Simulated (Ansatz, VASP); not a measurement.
# SrCl3O in VASP and in Ansatz

INCAR

```
  ALGO = Normal
  EDIFF = 1E-6
  EDIFFG = -0.01
  ENCUT = 600
  GGA = PE
  IBRION = 2
  ISIF = 3
  ISMEAR = 0
  ISPIN = 2
  LASPH = True
  LCHARG = False
  LORBIT = 11
  LREAL = False
  LWAVE = False
  MAGMOM = 0 0.18 0.18 0.18 0.99
  NELM = 150
  NSW = 100
  PREC = Accurate
  SIGMA = 0.1
```

KPOINTS

```
k-points
0
Gamma
  8 8 8
```

Contents of POSCAR:

```
SrCl3O
1.0
    4.7033817300      0.0000000000      0.0000000000
    0.0000000000      4.7033817300      0.0000000000
    0.0000000000      0.0000000000      4.7033817300
Sr Cl O
1 3 1
Direct
    0.0000000000      0.0000000000      0.0000000000
    0.0000000000      0.5000000000      0.5000000000
    0.5000000000      0.0000000000      0.5000000000
    0.5000000000      0.5000000000      0.0000000000
    0.5000000000      0.5000000000      0.5000000000
```

Input for Ansatz:

```yaml
crystal:
  lattice:
    - [4.70338173, 0.0, 0.0]
    - [0.0, 4.70338173, 0.0]
    - [0.0, 0.0, 4.70338173]
  atoms:
    - { symbol: Sr, position: [0.0, 0.0, 0.0] }
    - { symbol: Cl, position: [0.0, 0.5, 0.5], spin: 0.18 }
    - { symbol: Cl, position: [0.5, 0.0, 0.5], spin: 0.18 }
    - { symbol: Cl, position: [0.5, 0.5, 0.0], spin: 0.18 }
    - { symbol: O, position: [0.5, 0.5, 0.5], spin: 0.99 }
basis:
  ecutwfc: 420
kpoints:
  mp_grid: { grid: [8, 8, 8] }
hamiltonian:
  xc: pbe
scf:
  occupations: { method: gaussian, width: 0.1 }
output:
  forces: true
  stress: true
  eigenvalues: true
  populations: true
  write_density: true
  write_potential: true
  elf: true
  volumetric_format: npy
magnetization:
  spin_polarized: true
relax:
  adjacent_minimum: "off"
  f_tol: 0.01
  max_steps: 80
  cell: { stress_tol: 0.05 }
```

Change from the starting cell: species swapped into the KCoF3 type (Pm-3m, No. 221).

Alike in both runs: task relaxation of cell and atoms; functional PBE; k mesh 8 × 8 × 8; occupations gaussian, width 0.1 eV; collinear spin.

|  | VASP | Ansatz |
| --- | --- | --- |
| version | VASP 6.6.1 | Ansatz 0.2.0 |
| potentials or method | VASP PAW PBE potentials, release 64 (Sr_sv, Cl, O), cutoff 600 eV | scalar-relativistic, plane waves, PAW |
| valence electrons in the cell | 37 | 37 |

|  | VASP | Ansatz | Ansatz less VASP |
| --- | --- | --- | --- |
| gap on the k mesh at the Fermi level, each at its own relaxed structure (eV) | none | none | - |
| net moment per atom (μB) | 0.15 | 0.15 | 0.000 |
| size of the moment on the site where the two differ most (μB) | 0.40 | 0.44 | +0.045 |
| relaxed volume (Å³/atom) | 20.76 | 20.76 | +0.005 |
| relaxed cell length with the largest relative difference (Å) | 4.699 | 4.700 | +0.0003 |

Site moments also hang on the region over which each program counts them. A gap of «none» marks a metal or a gap that the smearing closes.
